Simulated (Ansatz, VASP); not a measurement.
**Rb2H4N: VASP beside Ansatz**

Contents of INCAR:

```
PREC     = Accurate       # precision mode
ENCUT    = 520            # plane-wave cutoff, eV
EDIFF    = 1E-6           # SCF threshold, eV
ISMEAR   = -1             # smearing method
SIGMA    = 0.0154         # smearing width, eV
LREAL    = F              # projectors in reciprocal space
LASPH    = T              # aspherical terms in the spheres
NELM     = 60             # most SCF steps
ALGO     = Normal         # electronic algorithm
ISIF     = 2              # what is computed and relaxed
LWAVE    = F              # write WAVECAR
LCHARG   = F              # write CHGCAR
GGA      = PE             # functional
NBANDS   = 40             # bands
```

KPOINTS

```
regular mesh
0
Gamma
  6 6 4
```

File POSCAR:

```
Rb2H4N
1.0
    5.7289040000      0.0000000000      0.0000000000
    0.0000000000      5.7289040000      0.0000000000
    0.0000000000      0.0000000000      8.2977770000
N H Rb
2 8 4
Direct
    0.0000000000      0.0000000000      0.0000000000
    0.5000000000      0.5000000000      0.5000000000
    0.2010000000      0.2010000000      0.0000000000
    0.2990000000      0.7010000000      0.5000000000
    0.7990000000      0.7990000000      0.0000000000
    0.7010000000      0.2990000000      0.5000000000
    0.0000000000      0.0000000000      0.1950000000
    0.5000000000      0.5000000000      0.6950000000
    0.5000000000      0.5000000000      0.3050000000
    0.0000000000      0.0000000000      0.8050000000
    0.0000000000      0.5000000000      0.2500000000
    0.0000000000      0.5000000000      0.7500000000
    0.5000000000      0.0000000000      0.2500000000
    0.5000000000      0.0000000000      0.7500000000
```

Input for Ansatz:

```yaml
crystal:
  lattice:
    - [5.728904, 0.0, 0.0]
    - [0.0, 5.728904, 0.0]
    - [0.0, 0.0, 8.297777]
  atoms:
    - { symbol: "N", position: [0.0, 0.0, 0.0] }
    - { symbol: "N", position: [0.5, 0.5, 0.5] }
    - { symbol: H, position: [0.201, 0.201, 0.0] }
    - { symbol: H, position: [0.299, 0.701, 0.5] }
    - { symbol: H, position: [0.799, 0.799, 0.0] }
    - { symbol: H, position: [0.701, 0.299, 0.5] }
    - { symbol: H, position: [0.0, 0.0, 0.195] }
    - { symbol: H, position: [0.5, 0.5, 0.695] }
    - { symbol: H, position: [0.5, 0.5, 0.305] }
    - { symbol: H, position: [0.0, 0.0, 0.805] }
    - { symbol: Rb, position: [0.0, 0.5, 0.25] }
    - { symbol: Rb, position: [0.0, 0.5, 0.75] }
    - { symbol: Rb, position: [0.5, 0.0, 0.25] }
    - { symbol: Rb, position: [0.5, 0.0, 0.75] }
  symmetry: { tolerance: 0.0003 }
kpoints:
  mp_grid: { grid: [6, 6, 4], shift: [0, 0, 0] }
  band_path:
    path:
      - [0.0, 0.0, 0.0]
      - [0.0, 0.5, 0.0]
      - [0.5, 0.5, 0.0]
      - [0.0, 0.0, 0.0]
      - [0.0, 0.0, 0.5]
      - [0.0, 0.5, 0.5]
      - [0.5, 0.5, 0.5]
      - [0.0, 0.0, 0.5]
      - [0.0, 0.5, 0.0]
      - [0.0, 0.5, 0.5]
      - [0.5, 0.5, 0.0]
    npoints: 6
magnetization:
  spin_polarized: false
scf:
  occupations: { method: fermi_dirac, width: 0.0154 }
  lower_state_search: "off"
  max_iter: 200
hamiltonian:
  pseudopotentials: { kind: paw }
  xc: pbe
basis:
  ecutwfc: 420
  fft_grid_basis: typed
output:
  forces: true
  stress: true
  eigenvalues: true
  bader: true
  populations: true
  elf: true
  write_potential: true
  volumetric_format: npy
  dos:
    e_range: [-12, 8]
    de: 0.05
    projected: { site_lists: { H: [H], "N": ["N"], Rb: [Rb] } }
checkpoint:
  read: saved_state
```

Alike in both runs: task single point; functional PBE; k mesh 6 × 6 × 4; occupations fermi-dirac, width 0.0154 eV; no spin polarisation.

```csv
,VASP,Ansatz
version,VASP 6.6.1,Ansatz 0.2.0
potentials or method,"VASP PAW PBE potentials, release 64 (N, H, Rb_sv), cutoff 520 eV",PAW plane waves
valence electrons in the cell,54,54
```

Ansatz gave:

| Property | Result |
| --- | --- |
| pressure (GPa) | -4.5 |
| traceless stress, the component that is largest in VASP (GPa) | -2.77 |
| rms of the force components (eV/Å) | 0.622 |

Question: Which values does VASP return?

Answer: Pressure (GPa): -4.6; traceless stress, the component that is largest in VASP (GPa): -2.78; rms of the force components (eV/Å): 0.622.

Atom by atom the forces differ by 0.001 eV/Å (rms over components). With one functional, cell and mesh, what is left measures potentials, basis and numerics.
